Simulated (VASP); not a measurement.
# Te (P6/mmm) in VASP: notebook

Runs on Te. Level: PBE. Tasks: single point.

Everything below comes from runs of VASP 6.6.1. Logs are shortened: lines on timing, memory, paths and dates and some standing lists are left out, and cuts for length are marked.

**1. The cell of the first run**

Symmetry: P6/mmm, No. 191, hexagonal system. Conventional cell: a = 3.225 Å, b = 3.225 Å, c = 3.030 Å, α = 90.00°, β = 90.00°, γ = 120.00°. Te (site symmetry 6/mmm) has 8 Te at 3.03 to 3.23 Å within 4.0 Å.

**2. Single point, PBE**

INCAR reads:

```
PREC = Accurate
ENCUT = 520
EDIFF = 1E-6
ISMEAR = -1
SIGMA = 0.1
LREAL = False
LASPH = True
NELM = 80
ALGO = Normal
ISIF = 2
LWAVE = False
LCHARG = False
GGA = PE
NBANDS = 9
```

KPOINTS reads:

```
regular mesh
0
Gamma
  14 14 13
```

POSCAR reads:

```
Te
1.0
    3.2250924038      0.0000000000      0.0000000000
   -1.6125462019      2.7930119512      0.0000000000
    0.0000000000      0.0000000000      3.0299826309
Te
1
Direct
    0.0000000000      0.0000000000      0.0000000000
```

Potentials or basis: VASP PAW PBE potentials, release 64 (Te).

The run is started by

```bash
cat potpaw_PBE.64/Te/POTCAR > POTCAR
mpirun -np 1 vasp_std > vasp.out
```

OUTCAR:

```text
PREC = Accurate
   ENCUT = 520
   EDIFF = 1E-6
   ISMEAR = -1
   LREAL = False
   LASPH = True
   NELM = 80
   ISIF = 2
   GGA = PE

 ion  position               nearest neighbor table
   1  0.000  0.000  0.000-

  LATTYP: Found a hexagonal cell.
 ALAT       =     3.2250924038
 C/A-ratio  =     0.9395025790

  Lattice vectors:

 A1 = (   3.2250924038,   0.0000000000,   0.0000000000)
 A2 = (  -1.6125462019,   2.7930119512,   0.0000000000)
 A3 = (   0.0000000000,   0.0000000000,   3.0299826309)

Analysis of symmetry for initial positions (statically):
=====================================================================
 Subroutine PRICEL returns:
 Original cell was already a primitive cell.

 Routine SETGRP: Setting up the symmetry group for a
 hexagonal supercell.

 Subroutine GETGRP returns: Found 24 space group operations
 (whereof 24 operations were pure point group operations)
 out of a pool of 24 trial point group operations.

The static configuration has the point symmetry D_6h.

Analysis of symmetry for dynamics (positions and initial velocities):
=====================================================================
 Subroutine PRICEL returns:
 Original cell was already a primitive cell.

 Routine SETGRP: Setting up the symmetry group for a
 hexagonal supercell.

 Subroutine GETGRP returns: Found 24 space group operations
 (whereof 24 operations were pure point group operations)
 out of a pool of 24 trial point group operations.

The dynamic configuration has the point symmetry D_6h.

 Subroutine INISYM returns: Found 24 space group operations
 (whereof 24 operations are pure point group operations),
 and found     1 'primitive' translations

----------------------------------------------------------------------------------------

                                     Primitive cell

  volume of cell :      27.2932

  direct lattice vectors                    reciprocal lattice vectors
     3.225092404  0.000000000  0.000000000     0.310068635  0.179018210  0.000000000
    -1.612546202  2.793011951  0.000000000     0.000000000  0.358036420  0.000000000
     0.000000000  0.000000000  3.029982631     0.000000000  0.000000000  0.330034895

  length of vectors
     3.225092404  3.225092404  3.029982631     0.358036420  0.358036420  0.330034895

  position of ions in fractional coordinates (direct lattice)
     0.000000000  0.000000000  0.000000000

  ion indices of the primitive-cell ions
   primitive index   ion index
                 1           1

----------------------------------------------------------------------------------------

 KPOINTS: regular mesh

Automatic generation of k-mesh.
 Grid dimensions read from file:
 generate k-points for:   14   14   13

 Generating k-lattice:

  Cartesian coordinates                     Fractional coordinates (reciprocal lattice)
     0.022147760  0.012787015  0.000000000     0.071428571  0.000000000  0.000000000
     0.000000000  0.025574030  0.000000000     0.000000000  0.071428571  0.000000000
     0.000000000  0.000000000  0.025387300     0.000000000  0.000000000  0.076923077

  Length of vectors
     0.025574030  0.025574030  0.025387300

  Shift w.r.t. Gamma in fractional coordinates (k-lattice)
     0.000000000  0.000000000  0.000000000

 Subroutine IBZKPT returns following result:
 ===========================================

 Found    168 irreducible k-points:

 Following reciprocal coordinates:
            Coordinates               Weight
  0.000000  0.000000  0.000000      1.000000
  0.071429 -0.000000  0.000000      6.000000
  0.142857  0.000000  0.000000      6.000000
  0.214286  0.000000  0.000000      6.000000
  0.285714  0.000000  0.000000      6.000000
  0.357143  0.000000  0.000000      6.000000
[... 16 lines left out ...]
  0.285714  0.285714  0.000000      6.000000
  0.357143  0.285714  0.000000      6.000000
 [... further k-points ...]
   k-points           NKPTS =    168   k-points in BZ     NKDIM =    168   number of bands    NBANDS=      9
   number of dos      NEDOS =    301   number of ions     NIONS =      1
   total plane-waves  NPLWV =  13824
   dimension x,y,z NGX =    24 NGY =   24 NGZ =   24
   dimension x,y,z NGXF=    48 NGYF=   48 NGZF=   48
   ions per type =               1
   NGX,Y,Z   is equivalent  to a cutoff of  12.37, 12.37, 13.17 a.u.
   NGXF,Y,Z  is equivalent  to a cutoff of  24.74, 24.74, 26.34 a.u.
 SYSTEM =  unknown system
   PREC   = accura    normal or accurate (medium, high low for compatibility)
   ISTART =      0    job   : 0-new  1-cont  2-samecut
   ICHARG =      2    charge: 1-file 2-atom 10-const
   ISPIN  =      1    spin polarized calculation?
   LNONCOLLINEAR =      F non collinear calculations
   LSORBIT =      F    spin-orbit coupling
   LASPH  =      T    aspherical Exc in radial PAW
   ENCUT  =  520.0 eV  38.22 Ry    6.18 a.u.   6.00  6.00  5.63*2*pi/ulx,y,z
   NELM   =     80;   NELMIN=  2; NELMDL= -5     # of ELM steps
   EDIFF  = 0.1E-05   stopping-criterion for ELM
   LREAL  =      F    real-space projection
   EDIFFG = 0.1E-04   stopping-criterion for IOM
   NSW    =      0    number of steps for IOM
   IBRION =     -1    ionic relax: 0-MD 1-quasi-New 2-CG
   NFREE  =      0    steps in history (QN), initial steepest desc. (CG)
   ISIF   =      2    stress and relaxation
   ISYM   =      2    0-nonsym 1-usesym 2-fastsym
   POTIM  = 0.5000    time-step for ionic-motion
   TEBEG  =    0.0;   TEEND  =   0.0 temperature during run
   PSTRESS=    0.0 pullay stress
   NELECT =       6.0000    total number of electrons
   NUPDOWN=      -1.0000    fix difference up-down
   EMIN   =  10.00;   EMAX   =-10.00  energy-range for DOS
   EFERMI =   0.00;   METHOD = LEGACY
   ISMEAR =    -1;   SIGMA  =   0.10  broadening in eV -4-tet -1-fermi 0-gaus
   EFERMI_NEDOS =   21; number of points for ismear=-14 and -15
   IALGO  =     38    algorithm
   IMIX   =      4    mixing-type and parameters
     AMIX     =   0.40;   BMIX     =  1.00
     AMIX_MAG =   1.60;   BMIX_MAG =  1.00
  volume/ion in A,a.u.               =      27.29       184.18
  Fermi-wavevector in a.u.,A,eV,Ry     =   0.988038  1.867121 13.282261  0.976219
  Thomas-Fermi vector in A             =   2.119535
   LORBIT       =      0    0 simple, 1 ext, 2 COOP (PROOUT), +10 PAW based schemes
   GGA     = PE    functional components
   LHFCALC =     F    Hartree Fock is set to
   AEXX    =    0.0000 exact exchange contribution
   IVDW    =     0    specifies the selected vdW correction
   LEPSILON=     F    determine dielectric tensor
   LRPA    =     F    only Hartree local field effects (RPA)
 non-spin polarized calculation
  energy-cutoff  :      520.00
  volume of cell :       27.29
 maximum number of plane-waves:       750
 NGX is ok and might be reduce to    24
   NGX = 11   NGY = 11   NGZ = 11

 number of electron       6.0000000 magnetization

 Free energy of the ion-electron system (eV)
  ---------------------------------------------------
  ext. energy  EPLUGINS =         0.00000000
  ---------------------------------------------------
  free energy    TOTEN  =        -2.84564416 eV

  energy without entropy =       -2.82366390  energy(sigma->0) =       -2.83465403

 E-fermi :   8.7036     XC(G=0): -10.1709

 val. band max:        8.6934135141   @ k =   0.4286   0.0000   0.0769
 cond. band min:       8.7297529662   @ k =   0.1429   0.1429   0.0769
 fundamental gap:      0.0363394521
 Fermi energy:         8.7035904020

 k-point     1 :       0.0000    0.0000    0.0000
  band No.  band energies     occupation
      1      -5.9821      2.00000
      2      10.3467      0.00000
      3      11.2295      0.00000
      4      11.2295      0.00000
      5      14.8319      0.00000
      6      17.2754      0.00000
      7      18.0995      0.00000
      8      18.0995      0.00000
      9      19.1345      0.00000

 k-point     2 :       0.0714   -0.0000    0.0000
  band No.  band energies     occupation
      1      -5.8929      2.00000
      2      10.4233      0.00000
      3      10.4307      0.00000
      4      11.0184      0.00000
      5      15.0143      0.00000
      6      17.0229      0.00000
      7      17.9488      0.00000
      8      18.4638      0.00000
      9      20.5606      0.00000

 k-point     3 :       0.1429    0.0000    0.0000
  band No.  band energies     occupation
      1      -5.6277      2.00000
      2       8.7419      0.81088
      3      10.5052      0.00000
      4      10.6768      0.00000
      5      15.2348      0.00000
      6      16.0330      0.00000
      7      19.3664      0.00000
      8      19.4360      0.00000
      9      22.7725      0.00000

 k-point     4 :       0.2143    0.0000    0.0000
  band No.  band energies     occupation
      1      -5.1962      2.00000
      2       6.8784      2.00000
      3       9.8958      0.00001
      4      11.0659      0.00000
      5      14.8218      0.00000
      6      15.9997      0.00000
      7      20.8065      0.00000
      8      21.0345      0.00000
      9      23.9134      0.00000
[... 205 lines left out ...]
 k-point    22 :       0.3571    0.2143    0.0000
  band No.  band energies     occupation
      1      -2.7937      2.00000
      2       2.6529      2.00000
      3       5.2522      2.00000
      4      12.9209      0.00000
      5      17.8325      0.00000
      6      19.1135      0.00000
      7      20.5406      0.00000
      8      20.6039      0.00000
      9      22.6511      0.00000

 k-point    23 :       0.2857    0.2857    0.0000
  band No.  band energies     occupation
      1      -2.7619      2.00000
      2       3.0782      2.00000
      3       4.5398      2.00000
      4      12.9546      0.00000
      5      18.6706      0.00000
      6      19.8528      0.00000
      7      20.6375      0.00000
      8      20.9188      0.00000
      9      22.0739      0.00000

 k-point    24 :       0.3571    0.2857    0.0000
  band No.  band energies     occupation
      1      -2.5797      2.00000
      2       3.0882      2.00000
      3       4.0698      2.00000
      4      13.0717      0.00000
      5      19.0299      0.00000
      6      20.3796      0.00000
      7      20.8252      0.00000
      8      20.9430      0.00000
      9      21.7149      0.00000

 [... further k-points ...]
[... 5 lines left out ...]
  --------------------------------------------------------------------------------------
  -------------------------------------------------------------------------------------
  Total        1.5244153      1.5244153      1.5270223      0.0000000     -0.0000000      0.0000000
  in kB       89.4867598     89.4867598     89.6397968      0.0000000     -0.0000000      0.0000000
  external PRESSURE =      89.5377722 kB  Pullay stress =       0.0000000 kB

 VOLUME and BASIS-vectors are now :
 -----------------------------------------------------------------------------
  energy-cutoff  :      520.00
  volume of cell :       27.29
      direct lattice vectors                 reciprocal lattice vectors
     3.225092404  0.000000000  0.000000000     0.310068635  0.179018210  0.000000000
    -1.612546202  2.793011951  0.000000000     0.000000000  0.358036420  0.000000000
     0.000000000  0.000000000  3.029982631     0.000000000  0.000000000  0.330034895

 POSITION                                       TOTAL-FORCE (eV/Angst)
 -----------------------------------------------------------------------------------
      0.00000      0.00000      0.00000         0.000000      0.000000      0.000000
 -----------------------------------------------------------------------------------
    total drift:                               -0.000000      0.000000      0.000000

  FREE ENERGIE OF THE ION-ELECTRON SYSTEM (eV)
  ---------------------------------------------------
  free  energy   TOTEN  =        -2.8456441643 eV

  energy  without entropy=       -2.8236638958  energy(sigma->0) =       -2.83465403
```

Run time: 11 s. Hardware: 1 thread of Intel Xeon Platinum 8559C (Emerald Rapids), shared host; peak memory 0.17 GiB.

What came out:

```yaml
Free_energy: -2.8456 eV
Pressure: 9.0 GPa
Band_gap_on_the_k_mesh: zero (band 3 reaches 12.99 eV, above the bottom of band 4 at 5.68 eV)
```

Caveat: spin-orbit coupling is left out, which moves the levels of the heavy elements.

**3. Single point, PBE**

INCAR reads:

```
SYSTEM = Te
PREC = Accurate
ENCUT = 520
EDIFF = 1E-6
ISMEAR = -1
SIGMA = 0.1
LREAL = .False.
LASPH = .True.
NELM = 60
ALGO = Normal
ISIF = 2
LWAVE = .False.
LCHARG = .False.
GGA = PE
NBANDS = 9
```

KPOINTS reads:

```
regular mesh
0
Gamma
  14 14 13
  0 0 0
```

POSCAR is that of step 2.

Potentials or basis: VASP PAW PBE potentials, release 64 (Te).

The run is started by

```bash
cat potpaw_PBE.64/Te/POTCAR > POTCAR
mpirun -np 1 vasp_std > vasp.out
```

Wall time 13 s (1 thread of Intel Xeon Platinum 8559C (Emerald Rapids), shared host); peak memory 0.16 GiB.

It converged, with:

```yaml
Free_energy: -2.8456 eV
Pressure: 9.0 GPa
Band_gap_on_the_k_mesh: zero (band 3 reaches 12.99 eV, above the bottom of band 4 at 5.68 eV)
```

Levels at points of the mesh, in eV from the Fermi level:
```csv
k point,band 1,band 2,band 3,band 4,band 5,band 6,band 7
"(0.00, 0.00, 0.00)",-14.69,1.64,2.53,2.53,6.13,8.57,9.40
"(0.50, 0.00, 0.00)",-11.77,-6.82,-0.18,3.98,4.67,10.11,11.00
```

Caveat: spin-orbit coupling is left out, which moves the levels of the heavy elements.
